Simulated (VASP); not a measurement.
# Re (P6_3/mmc) in VASP: notebook, part 2 of 2

VASP 6.6.1. The steps go on from the part before.

### 3 Relaxation of cell and atoms, BLYP

This run uses another cell than the first one, of 14.71 Å³/atom.

Contents of INCAR:

```
  PREC = Accurate
  ENCUT = 600
  EDIFF = 1E-7
  ISMEAR = -1
  SIGMA = 0.05
  LREAL = False
  LASPH = True
  NELM = 100
  ALGO = Normal
  ISIF = 3
  LWAVE = False
  LCHARG = False
  GGA = B5
  ALDAX = 1.0
  AGGAX = 1.0
  AGGAC = 1.0
  ALDAC = 0.0
  IBRION = 2
  NSW = 60
  EDIFFG = -0.01
```

Contents of KPOINTS:

```
Automatic mesh
0
Gamma
  11 11 6
```

Contents of POSCAR:

```
Re
1.0
    2.7608000000      0.0000000000      0.0000000000
   -1.3804000000      2.3909229348      0.0000000000
    0.0000000000      0.0000000000      4.4582000000
Re
2
Direct
    0.6666666667      0.3333333333      0.7500000000
    0.3333333333      0.6666666667      0.2500000000
```

Potentials or basis: VASP PAW PBE potentials, release 64 (Re).

Launch:

```sh
> cat potpaw_PBE.64/Re/POTCAR > POTCAR
> mpirun -np 1 vasp_std > vasp.out
```

OUTCAR:

```text
PREC = Accurate
   ENCUT = 600
   EDIFF = 1E-7
   ISMEAR = -1
   LREAL = False
   LASPH = True
   NELM = 100
   ISIF = 3
   GGA = B5
   IBRION = 2
   NSW = 60
   EDIFFG = -0.01

 ion  position               nearest neighbor table
   1  0.667  0.333  0.750-   2 2.74   2 2.74   2 2.74   2 2.74   2 2.74   2 2.74
   2  0.333  0.667  0.250-   1 2.74   1 2.74   1 2.74   1 2.74   1 2.74   1 2.74

  LATTYP: Found a hexagonal cell.
 ALAT       =     2.7608000000
 C/A-ratio  =     1.6148217908

  Lattice vectors:

 A1 = (   2.7608000000,   0.0000000000,   0.0000000000)
 A2 = (  -1.3804000000,   2.3909229348,   0.0000000000)
 A3 = (   0.0000000000,   0.0000000000,   4.4582000000)

Analysis of symmetry for initial positions (statically):
=====================================================================
[... 476 lines left out ...]
 cond. band min:       7.8190647132   @ k =   0.3636   0.1818   0.3333
 fundamental gap:      0.0400307944
 Fermi energy:         7.7800842168

 k-point     1 :       0.0000    0.0000    0.0000
  band No.  band energies     occupation
      1      -1.5105      2.00000
      2       1.6242      2.00000
      3       6.2930      2.00000
      4       6.2930      2.00000
      5       6.3124      2.00000
      6       7.0470      2.00000
      7       7.0470      2.00000
      8       7.8677      0.29567
      9       7.8677      0.29567
     10       8.6187      0.00000
     11      10.8199      0.00000
[... 309 lines left out ...]
 k-point    24 :       0.1818    0.0909    0.1667
  band No.  band energies     occupation
      1       0.6796      2.00000
      2       3.2221      2.00000
      3       4.5432      2.00000
      4       4.8243      2.00000
      5       5.9768      2.00000
      6       6.6041      2.00000
      7       7.1501      1.99999
      8       8.0292      0.01362
      9       8.6731      0.00000
     10       9.0136      0.00000
     11      11.1667      0.00000

 [... further k-points ...]
[... 5 lines left out ...]
  --------------------------------------------------------------------------------------
  -------------------------------------------------------------------------------------
  Total        0.0027147      0.0027147      0.0026048      0.0000000      0.0000000      0.0000000
  in kB        0.1393173      0.1393173      0.1336744      0.0000000      0.0000000      0.0000000
  external PRESSURE =       0.1374363 kB  Pullay stress =       0.0000000 kB
[... 17 lines left out ...]
  FREE ENERGIE OF THE ION-ELECTRON SYSTEM (eV)
  ---------------------------------------------------
  free  energy   TOTEN  =       -21.5368337493 eV

  energy  without entropy=      -21.5221056798  energy(sigma->0) =      -21.52946971

 reached required accuracy - stopping structural energy minimisation
```

Run time: 4.7 min. Hardware: 1 thread of Intel Xeon 8259CL, shared host; peak memory 0.18 GiB.

What came out:

```
Free energy                           : -21.5368 eV
Relaxed volume                        : 15.61 Å³/atom
Relaxed cell                          : a = 2.818 Å, b = 2.818 Å, c = 4.538 Å, α = 90.00°, β = 90.00°, γ = 120.00°
Space group after relaxing (to 0.1 Å) : P6_3/mmc (No. 194)
Pressure after relaxing               : 0.0 GPa
Band gap on the k mesh                : zero (bands 7 and 8 overlap by 3.04 eV)
```

Final structure:
```cif
data_structure
_symmetry_space_group_name_H-M 'P 1'
_symmetry_Int_Tables_number 1
_cell_length_a 2.8185
_cell_length_b 2.8185
_cell_length_c 4.5381
_cell_angle_alpha 90.000
_cell_angle_beta 90.000
_cell_angle_gamma 120.000
_cell_volume 31.22
loop_
_atom_site_label
_atom_site_type_symbol
_atom_site_fract_x
_atom_site_fract_y
_atom_site_fract_z
_atom_site_occupancy
Re1 Re 0.66667 0.33333 0.75000 1
Re2 Re 0.33333 0.66667 0.25000 1
```

Levels at points of the mesh, in eV from the Fermi level:
| k point | band 3 | band 4 | band 5 | band 6 | band 7 | band 8 | band 9 | band 10 | band 11 |
| --- | --- | --- | --- | --- | --- | --- | --- | --- | --- |
| (0.00, 0.00, 0.00) | -1.49 | -1.49 | -1.47 | -0.73 | -0.73 | 0.09 | 0.09 | 0.84 | 3.04 |
| (0.00, 0.00, 0.50) | -2.17 | -2.17 | -1.62 | -1.62 | -1.62 | -1.62 | 2.26 | 2.26 | 2.26 |

Caveat: the PAW data sets were made with another functional, which shifts forces and pressure a little; spin-orbit coupling is left out, which moves the levels of the heavy elements.

### 4 Relaxation of cell and atoms, r2SCAN+D3(BJ)

This run uses another cell than the first one, of 14.71 Å³/atom.

POSCAR is that of step 3.

Contents of INCAR.step1:

```
SYSTEM = Re
ALGO = Normal ; EDIFF = 1E-4
ENCUT = 600 ; GGA = PE
ISMEAR = -1 ; LASPH = .True.
LCHARG = .False. ; LREAL = .False.
LWAVE = .True. ; NELM = 60
PREC = Accurate ; SIGMA = 0.05
```

Contents of INCAR.step2:

```
SYSTEM = Re
ALGO = Normal ; EDIFF = 1E-7
EDIFFG = -0.01 ; ENCUT = 600
IBRION = 2 ; ISIF = 3
ISMEAR = -1 ; ISTART = 1
IVDW = 12 ; LASPH = .True.
LCHARG = .False. ; LMIXTAU = .True.
LREAL = .False. ; LWAVE = .False.
METAGGA = R2SCAN ; NELM = 60
NSW = 60 ; PREC = Accurate
SIGMA = 0.05 ; VDW_A1 = 0.49484001
VDW_A2 = 5.73083694 ; VDW_S6 = 1.0
VDW_S8 = 0.78981345
```

Contents of KPOINTS:

```
k-points
0
Gamma
  11 11 6
  0 0 0
```

Launch:

```sh
> cat potpaw_PBE.64/Re/POTCAR > POTCAR
> cp INCAR.step1 INCAR
> mpirun -np 1 vasp_std > vasp.out
> cp INCAR.step2 INCAR
> mpirun -np 1 vasp_std > vasp.out
```

Run time: 8.8 min. Hardware: 1 thread of Intel Xeon 8259CL, shared host; peak memory 0.2 GiB.

It converged, with:

* Free energy: -105.5223 eV
* Relaxed volume: 14.58 Å³/atom
* Relaxed cell: a = 2.750 Å, b = 2.750 Å, c = 4.451 Å, α = 90.00°, β = 90.00°, γ = 120.00°
* Space group after relaxing (to 0.1 Å): P6_3/mmc (No. 194)
* Energy gained by relaxing: 1.6 meV/atom
* Ionic steps: 6
* Pressure after relaxing: 0.0 GPa
* Band gap on the k mesh: zero (bands 7 and 8 overlap by 3.14 eV)
* Dispersion energy per atom: -0.310 eV

The path:
```csv
step,energy change (eV),largest force (eV/Å),pressure (GPa),volume (Å³)
1,0.0000,0.0000,-3.61,29.43
2,0.0546,0.0000,17.16,28.04
3,-0.0032,0.0000,-0.01,29.16
4,-0.0032,0.0000,0.04,29.16
5,-0.0032,0.0000,0.02,29.16
6,-0.0032,0.0000,0.03,29.16
```

Final structure:
```
CELL_PARAMETERS angstrom
2.75038 0.00000 0.00000
-1.37519 2.38190 0.00000
0.00000 0.00000 4.45084
ATOMIC_POSITIONS crystal
Re 0.66667 0.33333 0.75000
Re 0.33333 0.66667 0.25000
```

Levels at points of the mesh, in eV from the Fermi level:
| k point | band 3 | band 4 | band 5 | band 6 | band 7 | band 8 | band 9 | band 10 | band 11 |
| --- | --- | --- | --- | --- | --- | --- | --- | --- | --- |
| (0.00, 0.00, 0.00) | -1.70 | -1.65 | -1.65 | -0.78 | -0.78 | 0.23 | 0.23 | 0.53 | 3.56 |
| (0.00, 0.00, 0.50) | -2.56 | -2.56 | -1.78 | -1.78 | -1.78 | -1.78 | 2.69 | 2.69 | 2.69 |

Caveat: the PAW data sets were made with another functional, which shifts forces and pressure a little; spin-orbit coupling is left out, which moves the levels of the heavy elements.

### 5 Single point, PBE+D3(BJ)

This run uses another cell than the first one, of 14.66 Å³/atom.

Contents of INCAR:

```
PREC = Accurate ; ENCUT = 520
EDIFF = 1E-7 ; ISMEAR = -1
SIGMA = 0.05 ; LREAL = False
LASPH = True ; NELM = 80
ALGO = Fast ; ISIF = 2
LWAVE = False ; LCHARG = False
GGA = PE ; IVDW = 12
NBANDS = 14
```

Contents of KPOINTS:

```
Automatic mesh
0
Gamma
  11 11 6
```

Contents of POSCAR:

```
Re
1.0
    2.7568504696      0.0000000000      0.0000000000
   -1.3784252348      2.3875025411      0.0000000000
    0.0000000000      0.0000000000      4.4553099822
Re
2
Direct
    0.6666666667      0.3333333333      0.7500000000
    0.3333333333      0.6666666667      0.2500000000
```

Launch:

```sh
> cat potpaw_PBE.64/Re/POTCAR > POTCAR
> mpirun -np 1 vasp_std > vasp.out
```

Wall time 78 s (1 thread of AMD EPYC 7R13, shared host); peak memory 0.14 GiB.

It converged, with:

| Property | Result |
| --- | --- |
| Free energy | -26.1574 eV |
| Pressure | -0.4 GPa |
| Band gap on the k mesh | zero (bands 7 and 8 overlap by 3.07 eV) |
| Dispersion energy per atom | -0.658 eV |

Stress tensor (GPa, compression positive):
```
-0.36  0.00  0.00
 0.00 -0.36  0.00
 0.00  0.00 -0.52
```

Levels at points of the mesh, in eV from the Fermi level:
```
           k point  band 3  band 4  band 5  band 6  band 7  band 8  band 9  band 10  band 11  band 12
(0.00, 0.00, 0.00)   -1.61   -1.60   -1.60   -0.76   -0.76    0.18    0.18     0.61     3.37     3.37
(0.00, 0.00, 0.50)   -2.41   -2.41   -1.72   -1.72   -1.72   -1.72    2.55     2.55     2.55     2.55
```

Caveat: spin-orbit coupling is left out, which moves the levels of the heavy elements.

### 6 Single point, PBE+D3(BJ)

This run uses another cell than the first one, of 14.72 Å³/atom.

Contents of INCAR:

```
PREC = Accurate
ENCUT = 520
EDIFF = 1E-6
ISMEAR = -1
SIGMA = 0.05
LREAL = False
LASPH = True
NELM = 100
ALGO = Normal
ISIF = 2
LWAVE = False
LCHARG = False
GGA = PE
IVDW = 12
NBANDS = 14
```

KPOINTS is that of step 5.

Contents of POSCAR:

```
Re
1.0
    2.7605499616      0.0000000000      0.0000000000
   -1.3802749808      2.3907063952      0.0000000000
    0.0000000000      0.0000000000      4.4616861588
Re
2
Direct
    0.6666666667      0.3333333333      0.7500000000
    0.3333333333      0.6666666667      0.2500000000
```

Potentials or basis: VASP PAW PBE potentials, release 64 (Re).

Launch:

```sh
> cat potpaw_PBE.64/Re/POTCAR > POTCAR
> mpirun -np 1 vasp_std > vasp.out
```

OUTCAR:

```text
PREC = Accurate
   ENCUT = 520
   EDIFF = 1E-6
   ISMEAR = -1
   LREAL = False
   LASPH = True
   NELM = 100
   ISIF = 2
   GGA = PE
   IVDW = 12
 IVDW          = 12

 ion  position               nearest neighbor table
   1  0.667  0.333  0.750-   2 2.74   2 2.74   2 2.74   2 2.74   2 2.74   2 2.74
   2  0.333  0.667  0.250-   1 2.74   1 2.74   1 2.74   1 2.74   1 2.74   1 2.74

  LATTYP: Found a hexagonal cell.
 ALAT       =     2.7605499616
 C/A-ratio  =     1.6162309036

  Lattice vectors:

 A1 = (   2.7605499616,   0.0000000000,   0.0000000000)
 A2 = (  -1.3802749808,   2.3907063952,   0.0000000000)
 A3 = (   0.0000000000,   0.0000000000,   4.4616861588)

Analysis of symmetry for initial positions (statically):
=====================================================================
 Subroutine PRICEL returns:
 Original cell was already a primitive cell.

 Routine SETGRP: Setting up the symmetry group for a
 hexagonal supercell.

 Subroutine GETGRP returns: Found 24 space group operations
 (whereof 12 operations were pure point group operations)
 out of a pool of 24 trial point group operations.

The static configuration has the point symmetry D_3d.
 The point group associated with its full space group is D_6h.

Analysis of symmetry for dynamics (positions and initial velocities):
=====================================================================
 Subroutine PRICEL returns:
 Original cell was already a primitive cell.

 Routine SETGRP: Setting up the symmetry group for a
 hexagonal supercell.

 Subroutine GETGRP returns: Found 24 space group operations
 (whereof 12 operations were pure point group operations)
 out of a pool of 24 trial point group operations.

The dynamic configuration has the point symmetry D_3d.
 The point group associated with its full space group is D_6h.

 Subroutine INISYM returns: Found 24 space group operations
 (whereof 12 operations are pure point group operations),
 and found     1 'primitive' translations

----------------------------------------------------------------------------------------

                                     Primitive cell

  volume of cell :      29.4456

  direct lattice vectors                    reciprocal lattice vectors
     2.760549962  0.000000000  0.000000000     0.362246659  0.209143206  0.000000000
    -1.380274981  2.390706395  0.000000000     0.000000000  0.418286412  0.000000000
     0.000000000  0.000000000  4.461686159     0.000000000  0.000000000  0.224130511

  length of vectors
     2.760549962  2.760549962  4.461686159     0.418286412  0.418286412  0.224130511

  position of ions in fractional coordinates (direct lattice)
     0.666666667  0.333333333  0.750000000
     0.333333333  0.666666667  0.250000000

  ion indices of the primitive-cell ions
   primitive index   ion index
                 1           1
                 2           2

----------------------------------------------------------------------------------------

 KPOINTS: Automatic mesh

Automatic generation of k-mesh.
[... 27 lines left out ...]
  0.363636  0.000000  0.000000      6.000000
  0.454545 -0.000000  0.000000      6.000000
[... 16 lines left out ...]
  0.090909  0.090909  0.166667     12.000000
  0.181818  0.090909  0.166667     24.000000
 [... further k-points ...]
   k-points           NKPTS =     64   k-points in BZ     NKDIM =     64   number of bands    NBANDS=     14
   number of dos      NEDOS =    301   number of ions     NIONS =      2
   total plane-waves  NPLWV =  20736
   dimension x,y,z NGX =    24 NGY =   24 NGZ =   36
   dimension x,y,z NGXF=    48 NGYF=   48 NGZF=   72
   ions per type =               2
   NGX,Y,Z   is equivalent  to a cutoff of  14.45, 14.45, 13.41 a.u.
   NGXF,Y,Z  is equivalent  to a cutoff of  28.91, 28.91, 26.83 a.u.
 SYSTEM =  unknown system
   PREC   = accura    normal or accurate (medium, high low for compatibility)
   ISTART =      0    job   : 0-new  1-cont  2-samecut
   ICHARG =      2    charge: 1-file 2-atom 10-const
   ISPIN  =      1    spin polarized calculation?
   LNONCOLLINEAR =      F non collinear calculations
   LSORBIT =      F    spin-orbit coupling
   LASPH  =      T    aspherical Exc in radial PAW
   ENCUT  =  520.0 eV  38.22 Ry    6.18 a.u.   5.13  5.13  8.30*2*pi/ulx,y,z
   NELM   =    100;   NELMIN=  2; NELMDL= -5     # of ELM steps
   EDIFF  = 0.1E-05   stopping-criterion for ELM
   LREAL  =      F    real-space projection
   EDIFFG = 0.1E-04   stopping-criterion for IOM
   NSW    =      0    number of steps for IOM
   IBRION =     -1    ionic relax: 0-MD 1-quasi-New 2-CG
   NFREE  =      0    steps in history (QN), initial steepest desc. (CG)
   ISIF   =      2    stress and relaxation
   ISYM   =      2    0-nonsym 1-usesym 2-fastsym
   POTIM  = 0.5000    time-step for ionic-motion
   TEBEG  =    0.0;   TEEND  =   0.0 temperature during run
   PSTRESS=    0.0 pullay stress
   NELECT =      14.0000    total number of electrons
   NUPDOWN=      -1.0000    fix difference up-down
   EMIN   =  10.00;   EMAX   =-10.00  energy-range for DOS
   EFERMI =   0.00;   METHOD = LEGACY
   ISMEAR =    -1;   SIGMA  =   0.05  broadening in eV -4-tet -1-fermi 0-gaus
   EFERMI_NEDOS =   21; number of points for ismear=-14 and -15
   IALGO  =     38    algorithm
   IMIX   =      4    mixing-type and parameters
     AMIX     =   0.40;   BMIX     =  1.00
     AMIX_MAG =   1.60;   BMIX_MAG =  1.00
  volume/ion in A,a.u.               =      14.72        99.35
  Fermi-wavevector in a.u.,A,eV,Ry     =   1.277744  2.414586 22.213280  1.632630
  Thomas-Fermi vector in A             =   2.410326
   LORBIT       =      0    0 simple, 1 ext, 2 COOP (PROOUT), +10 PAW based schemes
   GGA     = PE    functional components
   LHFCALC =     F    Hartree Fock is set to
   AEXX    =    0.0000 exact exchange contribution
   IVDW    =    12    specifies the selected vdW correction
   LEPSILON=     F    determine dielectric tensor
   LRPA    =     F    only Hartree local field effects (RPA)
 non-spin polarized calculation
  energy-cutoff  :      520.00
  volume of cell :       29.45
 maximum number of plane-waves:       808
 NGX is ok and might be reduce to    24
   NGX = 11   NGY = 11   NGZ = 17

 number of electron      14.0000000 magnetization

 Free energy of the ion-electron system (eV)
  ---------------------------------------------------
  ext. energy  EPLUGINS =         0.00000000
  ---------------------------------------------------
  free energy    TOTEN  =       -24.84674185 eV

  energy without entropy =      -24.83273874  energy(sigma->0) =      -24.83974030

 E-fermi :   7.8867     XC(G=0): -13.7273

 val. band max:        7.8713028005   @ k =   0.1818   0.0000   0.1667
 cond. band min:       7.9323204085   @ k =   0.3636   0.1818   0.3333
 fundamental gap:      0.0610176081
 Fermi energy:         7.8867283193

 k-point     1 :       0.0000    0.0000    0.0000
  band No.  band energies     occupation
      1      -1.9844      2.00000
      2       1.2584      2.00000
      3       6.2902      2.00000
      4       6.3020      2.00000
      5       6.3020      2.00000
      6       7.1352      2.00000
      7       7.1352      2.00000
      8       8.0726      0.04746
      9       8.0726      0.04746
     10       8.4840      0.00001
     11      11.2385      0.00000
     12      11.2385      0.00000
     13      17.8776      0.00000
     14      22.0298      0.00000
[... 377 lines left out ...]
      1       0.3346      2.00000
      2       2.9653      2.00000
      3       4.3191      2.00000
      4       4.6666      2.00000
      5       5.9331      2.00000
      6       6.6210      2.00000
      7       7.2326      2.00000
      8       8.1741      0.00636
      9       8.8899      0.00000
     10       9.2780      0.00000
     11      11.6336      0.00000
     12      14.6872      0.00000
     13      19.0505      0.00000
     14      23.8150      0.00000

 [... further k-points ...]

------------------------ aborting loop because EDIFF is reached ----------------------------------------

 Edisp (eV)   -1.30990

 E8    (eV) :    -0.6596

  FORCE on cell =-STRESS in cart. coord.  units (eV):
  Direction    XX          YY          ZZ          XY          YZ          ZX
  --------------------------------------------------------------------------------------
  -------------------------------------------------------------------------------------
  Total      -0.35466    -0.35466    -0.39081     0.00000     0.00000     0.00000
  in kB     -19.29739   -19.29739   -21.26441     0.00000     0.00000     0.00000
  external pressure =      -19.95 kB  Pullay stress =        0.00 kB

 VOLUME and BASIS-vectors are now :
 -----------------------------------------------------------------------------
  energy-cutoff  :      520.00
  volume of cell :       29.45
      direct lattice vectors                 reciprocal lattice vectors
     2.760549962  0.000000000  0.000000000     0.362246659  0.209143206  0.000000000
    -1.380274981  2.390706395  0.000000000     0.000000000  0.418286412  0.000000000
     0.000000000  0.000000000  4.461686159     0.000000000  0.000000000  0.224130511

 POSITION                                       TOTAL-FORCE (eV/Angst)
 -----------------------------------------------------------------------------------
      1.38027      0.79690      3.34626         0.000000     -0.000000      0.000000
     -0.00000      1.59380      1.11542        -0.000000      0.000000      0.000000
 -----------------------------------------------------------------------------------
    total drift:                               -0.000000      0.000000     -0.000000

  FREE ENERGIE OF THE ION-ELECTRON SYSTEM (eV)
  ---------------------------------------------------
  free  energy   TOTEN  =       -26.1566372612 eV

  energy  without entropy=      -26.1426341495  energy(sigma->0) =      -26.14963571
```

It took 56 s on 1 thread of AMD EPYC 7R13, shared host; peak memory 0.15 GiB.

What came out:

```
Free energy                : -26.1566 eV
Pressure                   : -2.0 GPa
Band gap on the k mesh     : zero (bands 7 and 8 overlap by 3.05 eV)
Dispersion energy per atom : -0.655 eV
```

Caveat: three body term missing; spin-orbit coupling is left out, which moves the levels of the heavy elements.

### 7 Summary

```tsv
task	level	cell	cutoff (eV)	gap on the mesh (eV)	pressure (GPa)	relaxed volume (Å³/atom)
single point	r2SCAN+D3(BJ)	a = 2.750, b = 2.750, c = 4.451 Å, angles 90.0, 90.0, 120.0°, 2 atoms	520	none	0.1	-
relaxation of cell and atoms	BLYP	relaxed from a = 2.761, b = 2.761, c = 4.458 Å, angles 90.0, 90.0, 120.0°, 2 atoms	600	none	0.0	15.61
relaxation of cell and atoms	r2SCAN+D3(BJ)	relaxed from a = 2.761, b = 2.761, c = 4.458 Å, angles 90.0, 90.0, 120.0°, 2 atoms	600	none	0.0	14.58
single point	PBE+D3(BJ)	a = 2.757, b = 2.757, c = 4.455 Å, angles 90.0, 90.0, 120.0°, 2 atoms	520	none	-0.4	-
single point	PBE+D3(BJ)	a = 2.761, b = 2.761, c = 4.462 Å, angles 90.0, 90.0, 120.0°, 2 atoms	520	none	-2.0	-
```

Alike in all rows: potentials or basis VASP PAW PBE potentials, release 64 (Re); no spin polarisation; k mesh 11 × 11 × 6; smearing fermi-dirac 0.05 eV.

Caveats: spin-orbit coupling is left out, which moves the levels of the heavy elements; the PAW data sets were made with another functional, which shifts forces and pressure a little (at least some runs); three body term missing (at least some runs).

Total energies depend on the potentials used, so only differences within one code and one set of settings carry meaning.

The gap in the log of VASP goes by the Fermi energy; the results here count the filled bands.